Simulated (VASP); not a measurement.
# Be (P4_2/mnm) in VASP: further runs

Runs on Be. Level: PBEsol. Tasks: single point.

Program: VASP 6.6.1. These are calculated values, not measurements. Logs are shortened: lines on timing, memory, paths and dates and some standing lists are left out, and cuts for length are marked.

## 1. The cell of the first run

It takes space group P4_2/mnm (No. 136, tetragonal). The conventional cell has a = 3.696 Å, b = 3.696 Å, c = 2.250 Å, α = 90.00°, β = 90.00°, γ = 90.00°. Be (site symmetry m2m) has 13 Be at 2.12 to 2.66 Å within 2.8 Å.

## 2. Single point, PBEsol (volume scaled by 0.96)

Contents of INCAR:

```
SYSTEM = Be
PREC     = Accurate       ! precision mode
ENCUT    = 520            ! plane-wave cutoff, eV
EDIFF    = 1E-7           ! SCF threshold, eV
ISMEAR   = -1             ! smearing method
SIGMA    = 0.05           ! smearing width, eV
LREAL    = .False.        ! projectors in reciprocal space
LASPH    = .True.         ! aspherical terms in the spheres
NELM     = 80             ! most SCF steps
ALGO     = Normal         ! electronic algorithm
ISIF     = 2              ! what is computed and relaxed
LWAVE    = .False.        ! write WAVECAR
LCHARG   = .True.         ! write CHGCAR
GGA      = PS             ! functional
LELF     = .True.         ! ELF
LVHAR    = .True.       
NBANDS   = 12             ! bands
```

Contents of KPOINTS:

```
regular mesh
0
Gamma
  9 9 14
  0 0 0
```

Contents of POSCAR:

```
Be
1.0
    3.6961751708      0.0000000000      0.0000000000
    0.0000000000      3.6961751708      0.0000000000
    0.0000000000      0.0000000000      2.2504481124
Be
4
Direct
    0.2974080000      0.2974080000      0.0000000000
    0.7025920000      0.7025920000      0.0000000000
    0.2025920000      0.7974080000      0.5000000000
    0.7974080000      0.2025920000      0.5000000000
```

Potentials or basis: VASP PAW PBE potentials, release 64 (Be).

Command:

```sh
$ cat potpaw_PBE.64/Be/POTCAR > POTCAR
$ mpirun -np 1 vasp_std > vasp.out
```

OUTCAR:

```text
SYSTEM = Be
   PREC = Accurate
   ENCUT = 520
   EDIFF = 1E-7
   ISMEAR = -1
   LREAL = .False.
   LASPH = .True.
   NELM = 80
   ISIF = 2
   GGA = PS

 ion  position               nearest neighbor table
   1  0.297  0.297  0.000-   2 2.12   3 2.19   4 2.19   3 2.19   4 2.19   3 2.19   3 2.19   4 2.19
                             4 2.19
   2  0.703  0.703  0.000-   1 2.12   3 2.19   4 2.19   3 2.19   4 2.19   4 2.19   4 2.19   3 2.19
                             3 2.19
   3  0.203  0.797  0.500-   4 2.12   2 2.19   1 2.19   1 2.19   2 2.19   1 2.19   1 2.19   2 2.19
                             2 2.19
   4  0.797  0.203  0.500-   3 2.12   2 2.19   1 2.19   1 2.19   2 2.19   2 2.19   2 2.19   1 2.19
                             1 2.19

  LATTYP: Found a simple tetragonal cell.
 ALAT       =     3.6961751708
 C/A-ratio  =     0.6088586196

  Lattice vectors:

 A1 = (   3.6961751708,   0.0000000000,   0.0000000000)
 A2 = (   0.0000000000,   3.6961751708,   0.0000000000)
 A3 = (   0.0000000000,   0.0000000000,   2.2504481124)

Analysis of symmetry for initial positions (statically):
=====================================================================
 Subroutine PRICEL returns:
 Original cell was already a primitive cell.

 Routine SETGRP: Setting up the symmetry group for a
 simple tetragonal supercell.

 Subroutine GETGRP returns: Found 16 space group operations
 (whereof  8 operations were pure point group operations)
 out of a pool of 16 trial point group operations.

The static configuration has the point symmetry D_2h.
 The point group associated with its full space group is D_4h.

Analysis of symmetry for dynamics (positions and initial velocities):
=====================================================================
 Subroutine PRICEL returns:
 Original cell was already a primitive cell.

 Routine SETGRP: Setting up the symmetry group for a
 simple tetragonal supercell.

 Subroutine GETGRP returns: Found 16 space group operations
 (whereof  8 operations were pure point group operations)
 out of a pool of 16 trial point group operations.

The dynamic configuration has the point symmetry D_2h.
 The point group associated with its full space group is D_4h.

 Subroutine INISYM returns: Found 16 space group operations
 (whereof  8 operations are pure point group operations),
 and found     1 'primitive' translations

----------------------------------------------------------------------------------------

                                     Primitive cell

  volume of cell :      30.7450

  direct lattice vectors                    reciprocal lattice vectors
     3.696175171  0.000000000  0.000000000     0.270549948  0.000000000  0.000000000
[... 102 lines left out ...]
   NUPDOWN=      -1.0000    fix difference up-down
   EMIN   =  10.00;   EMAX   =-10.00  energy-range for DOS
   EFERMI =   0.00;   METHOD = LEGACY
   ISMEAR =    -1;   SIGMA  =   0.05  broadening in eV -4-tet -1-fermi 0-gaus
   EFERMI_NEDOS =   21; number of points for ismear=-14 and -15
   IALGO  =     38    algorithm
   IMIX   =      4    mixing-type and parameters
     AMIX     =   0.40;   BMIX     =  1.00
     AMIX_MAG =   1.60;   BMIX_MAG =  1.00
  volume/ion in A,a.u.               =       7.69        51.87
  Fermi-wavevector in a.u.,A,eV,Ry     =   1.045154  1.975054 14.862271  1.092346
  Thomas-Fermi vector in A             =   2.179937
   LORBIT       =      0    0 simple, 1 ext, 2 COOP (PROOUT), +10 PAW based schemes
   GGA     = PS    functional components
   LHFCALC =     F    Hartree Fock is set to
   AEXX    =    0.0000 exact exchange contribution
   IVDW    =     0    specifies the selected vdW correction
   LEPSILON=     F    determine dielectric tensor
   LRPA    =     F    only Hartree local field effects (RPA)
 non-spin polarized calculation
  energy-cutoff  :      520.00
  volume of cell :       30.74
 maximum number of plane-waves:       848
 NGX is ok and might be reduce to    28
   NGX = 13   NGY = 13   NGZ =  9

 number of electron       8.0000000 magnetization

 Free energy of the ion-electron system (eV)
  ---------------------------------------------------
  ext. energy  EPLUGINS =         0.00000000
  ---------------------------------------------------
  free energy    TOTEN  =       -15.76093648 eV

  energy without entropy =      -15.75664048  energy(sigma->0) =      -15.75878848

 E-fermi :   7.1145     XC(G=0): -10.6993

 val. band max:        7.1038062369   @ k =   0.0000   0.0000   0.2857
 cond. band min:       7.1192164221   @ k =   0.2222   0.0000   0.2857
 fundamental gap:      0.0154101851
 Fermi energy:         7.1145144465

 k-point     1 :       0.0000    0.0000    0.0000
  band No.  band energies     occupation
      1      -4.2492      2.00000
      2       1.9898      2.00000
      3       2.5522      2.00000
      4       6.1560      2.00000
      5       6.1560      2.00000
      6      12.1402      0.00000
      7      12.1402      0.00000
      8      14.6666      0.00000
      9      16.6103      0.00000
     10      18.0080      0.00000
     11      23.7363      0.00000
     12      23.7363      0.00000
[... 331 lines left out ...]
 k-point    24 :       0.4444    0.1111    0.0714
  band No.  band energies     occupation
      1      -2.4613      2.00000
      2      -1.5788      2.00000
      3       3.4499      2.00000
      4       4.3163      2.00000
      5       9.3481      0.00000
      6       9.8002      0.00000
      7      15.2753      0.00000
      8      17.5870      0.00000
      9      17.8321      0.00000
     10      18.7561      0.00000
     11      22.5342      0.00000
     12      23.8095      0.00000

 [... further k-points ...]
[... 5 lines left out ...]
  --------------------------------------------------------------------------------------
  -------------------------------------------------------------------------------------
  Total        0.8890587      0.8890587      0.7588175      0.0000000      0.0000000      0.0000000
  in kB       46.3304934     46.3304934     39.5433837      0.0000000      0.0000000      0.0000000
  external PRESSURE =      44.0681235 kB  Pullay stress =       0.0000000 kB

 VOLUME and BASIS-vectors are now :
 -----------------------------------------------------------------------------
  energy-cutoff  :      520.00
  volume of cell :       30.74
      direct lattice vectors                 reciprocal lattice vectors
     3.696175171  0.000000000  0.000000000     0.270549948  0.000000000  0.000000000
     0.000000000  3.696175171  0.000000000     0.000000000  0.270549948  0.000000000
     0.000000000  0.000000000  2.250448112     0.000000000  0.000000000  0.444355946

 POSITION                                       TOTAL-FORCE (eV/Angst)
 -----------------------------------------------------------------------------------
      1.09927      1.09927      0.00000        -0.019823     -0.019823      0.000000
      2.59690      2.59690      0.00000         0.019823      0.019823     -0.000000
      0.74882      2.94736      1.12522         0.019823     -0.019823      0.000000
      2.94736      0.74882      1.12522        -0.019823      0.019823      0.000000
 -----------------------------------------------------------------------------------
    total drift:                                0.000000      0.000000     -0.000000

  FREE ENERGIE OF THE ION-ELECTRON SYSTEM (eV)
  ---------------------------------------------------
  free  energy   TOTEN  =       -15.7609364777 eV

  energy  without entropy=      -15.7566404771  energy(sigma->0) =      -15.75878848
```

Run time: 21 s. Hardware: 1 thread of Intel Xeon Platinum 8259CL at 2.50GHz (Skylake/Cascade Lake), shared host; peak memory 0.15 GiB.

What came out:

```yaml
Free_energy: -15.7609 eV
Pressure: 4.4 GPa
Largest_force: 0.028 eV/Å
Band_gap_on_the_k_mesh: zero (band 4 reaches 8.14 eV, above the bottom of band 5 at 6.16 eV)
```

Forces in eV/Å, atoms in the order of the input:
```
Be  -0.020 -0.020  0.000
Be   0.020  0.020  0.000
Be   0.020 -0.020  0.000
Be  -0.020  0.020  0.000
```

Stress tensor (GPa, compression positive):
```
4.63 0.00 0.00
0.00 4.63 0.00
0.00 0.00 3.95
```

Caveat: the PAW data sets were made with another functional, which shifts forces and pressure a little.

## 3. Single point, PBEsol (volume scaled by 0.99)

INCAR, as its differences from that of step 2:

```diff
@@ -3,3 +3,3 @@
 ENCUT    = 520            ! plane-wave cutoff, eV
-EDIFF    = 1E-7           ! SCF threshold, eV
+EDIFF    = 1E-6           ! SCF threshold, eV
 ISMEAR   = -1             ! smearing method
```

Contents of KPOINTS:

```
Automatic mesh
0
Gamma
  9 9 14
  0 0 0
```

Contents of POSCAR:

```
Be
1.0
    3.7342827559      0.0000000000      0.0000000000
    0.0000000000      3.7342827559      0.0000000000
    0.0000000000      0.0000000000      2.2736502440
Be
4
Direct
    0.2974080000      0.2974080000      0.0000000000
    0.7025920000      0.7025920000      0.0000000000
    0.2025920000      0.7974080000      0.5000000000
    0.7974080000      0.2025920000      0.5000000000
```

Potentials or basis: VASP PAW PBE potentials, release 64 (Be).

Command:

```sh
$ cat potpaw_PBE.64/Be/POTCAR > POTCAR
$ mpirun -np 1 vasp_std > vasp.out
```

Run time: 20 s. Hardware: 1 thread of Intel Xeon Platinum 8259CL at 2.50GHz (Skylake/Cascade Lake), shared host; peak memory 0.15 GiB.

Results (log left out):

* Free energy: -15.7753 eV
* Pressure: 0.5 GPa
* Largest force: 0.009 eV/Å
* Band gap on the k mesh: zero (band 4 reaches 7.88 eV, above the bottom of band 5 at 5.87 eV)

Forces in eV/Å, atoms in the order of the input:
```
Be  -0.007 -0.007  0.000
Be   0.007  0.007  0.000
Be   0.007 -0.007  0.000
Be  -0.007  0.007  0.000
```

Stress tensor (GPa, compression positive):
```
 0.81  0.00  0.00
 0.00  0.81  0.00
 0.00  0.00 -0.25
```

Levels at points of the mesh, in eV from the Fermi level:
```tsv
k point	band 1	band 2	band 3	band 4	band 5	band 6	band 7	band 8
(0.00, 0.00, 0.00)	-11.19	-5.00	-4.44	-0.99	-0.99	4.89	4.89	7.43
(0.00, 0.00, 0.50)	-5.83	-5.83	1.02	1.02	1.84	1.84	2.62	2.62
```

Caveat: the PAW data sets were made with another functional, which shifts forces and pressure a little.

## 4. Single point, PBEsol (volume scaled by 1.02)

Contents of INCAR:

```
SYSTEM = Be
PREC = Accurate
ENCUT = 520
EDIFF = 1E-6
ISMEAR = -1
SIGMA = 0.05
LREAL = .False.
LASPH = .True.
NELM = 60
ALGO = Normal
ISIF = 2
LWAVE = .False.
LCHARG = .False.
GGA = PS
NBANDS = 12
```

KPOINTS is that of step 3.

Contents of POSCAR:

```
Be
1.0
    3.7716280609      0.0000000000      0.0000000000
    0.0000000000      3.7716280609      0.0000000000
    0.0000000000      0.0000000000      2.2963882549
Be
4
Direct
    0.2974080000      0.2974080000      0.0000000000
    0.7025920000      0.7025920000      0.0000000000
    0.2025920000      0.7974080000      0.5000000000
    0.7974080000      0.2025920000      0.5000000000
```

Command:

```sh
$ cat potpaw_PBE.64/Be/POTCAR > POTCAR
$ mpirun -np 1 vasp_std > vasp.out
```

Run time: 21 s. Hardware: 1 thread of Intel Xeon Platinum 8259CL at 2.50GHz (Skylake/Cascade Lake), shared host; peak memory 0.15 GiB.

Results (log left out):

```yaml
Free_energy: -15.7674 eV
Pressure: -3.0 GPa
Largest_force: 0.008 eV/Å
Band_gap_on_the_k_mesh: zero (band 4 reaches 7.63 eV, above the bottom of band 5 at 5.60 eV)
```

Forces on the atoms (eV/Å):
```
Be   0.005  0.005  0.000
Be  -0.005 -0.005  0.000
Be  -0.005  0.005  0.000
Be   0.005 -0.005  0.000
```

Stress tensor (GPa, compression positive):
```
-2.52  0.00  0.00
 0.00 -2.52  0.00
 0.00  0.00 -3.98
```

Levels at points of the mesh, in eV from the Fermi level:
| k point | band 1 | band 2 | band 3 | band 4 | band 5 | band 6 | band 7 | band 8 | band 9 |
| --- | --- | --- | --- | --- | --- | --- | --- | --- | --- |
| (0.00, 0.00, 0.00) | -11.02 | -4.89 | -4.32 | -1.01 | -1.01 | 4.76 | 4.76 | 7.32 | 9.09 |
| (0.00, 0.00, 0.50) | -5.73 | -5.73 | 1.02 | 1.02 | 1.81 | 1.81 | 2.60 | 2.60 | 7.36 |

Caveat: the PAW data sets were made with another functional, which shifts forces and pressure a little.

## 5. Summary

```tsv
cell	gap on the mesh (eV)	pressure (GPa)	largest force (eV/Å)
a = 3.696, b = 3.696, c = 2.250 Å, 4 atoms	none	4.4	0.03
a = 3.734, b = 3.734, c = 2.274 Å, 4 atoms	none	0.5	0.01
a = 3.772, b = 3.772, c = 2.296 Å, 4 atoms	none	-3.0	0.01
```

Alike in all rows: task single point; level PBEsol; potentials or basis VASP PAW PBE potentials, release 64 (Be); no spin polarisation; k mesh 9 × 9 × 14; cutoff (eV) 520; smearing fermi-dirac 0.05 eV.

Caveats: the PAW data sets were made with another functional, which shifts forces and pressure a little.

Total energies depend on the potentials used, so only differences within one code and one set of settings carry meaning.
